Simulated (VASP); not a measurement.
Write the native input for VASP 6.6.1 that does the following.

```yaml
Task: single point
Functional: PBE
Potentials_or_basis: VASP PAW PBE potentials, release 64 (Zr_sv, O)
Cutoff: 520 eV
k_mesh: 6 × 6 × 4
Occupations: gaussian, width 0.1 eV
Spin: no spin polarisation
Dipole_correction: no
Further_INCAR_settings: ALGO = Normal; EDIFF = 1e-06; NBANDS = 32
```

The structure of Zr3O2 lies in POSCAR:

```
Zr3O2
1.0
    4.8220648880      0.0000000000      0.0000000000
   -2.4110324440      4.1760306917      0.0000000000
    0.0000000000      0.0000000000      4.0953995529
Zr O
3 2
Direct
    0.0000000000      0.0000000000      0.0000000000
    0.3333333333      0.6666666667      0.4998005957
    0.6666666667      0.3333333333      0.5001994043
    0.3333333333      0.6666666667     -0.0001926499
    0.6666666667      0.3333333333      1.0001926499
```

One way to write it, as run:

INCAR

```
SYSTEM = Zr3O2
PREC     = Accurate       ! precision mode
ENCUT    = 520            ! plane-wave cutoff, eV
EDIFF    = 1E-6           ! SCF threshold, eV
ISMEAR   = 0              ! smearing method
SIGMA    = 0.1            ! smearing width, eV
LREAL    = .False.        ! projectors in reciprocal space
LASPH    = .True.         ! aspherical terms in the spheres
NELM     = 100            ! most SCF steps
ALGO     = Normal         ! electronic algorithm
ISIF     = 2              ! what is computed and relaxed
LWAVE    = .False.        ! write WAVECAR
LCHARG   = .True.         ! write CHGCAR
GGA      = PE             ! functional
LELF     = .True.         ! ELF
LVHAR    = .True.       
NBANDS   = 32             ! bands
```

KPOINTS

```
Automatic mesh
0
Gamma
  6 6 4
  0 0 0
```

Potentials or basis: VASP PAW PBE potentials, release 64 (Zr_sv, O).

Launch:

```console
$ cat potpaw_PBE.64/Zr_sv/POTCAR potpaw_PBE.64/O/POTCAR > POTCAR
$ mpirun -np 1 vasp_std > vasp.out
```

Results of the run:

```yaml
Pressure: 0.2 GPa
Band_gap_on_the_k_mesh: zero (bands 24 and 25 overlap by 1.73 eV)
```

Caveat: the k points lie up to 0.38 Å⁻¹ apart, too coarse for converged energies and pressures of a metal.

Wall time 83 s on 1 thread of Intel(R) Xeon(R) Platinum 8259CL CPU @ 2.50GHz (Skylake/Cascade Lake) (shared host), peak memory 0.21 GiB.
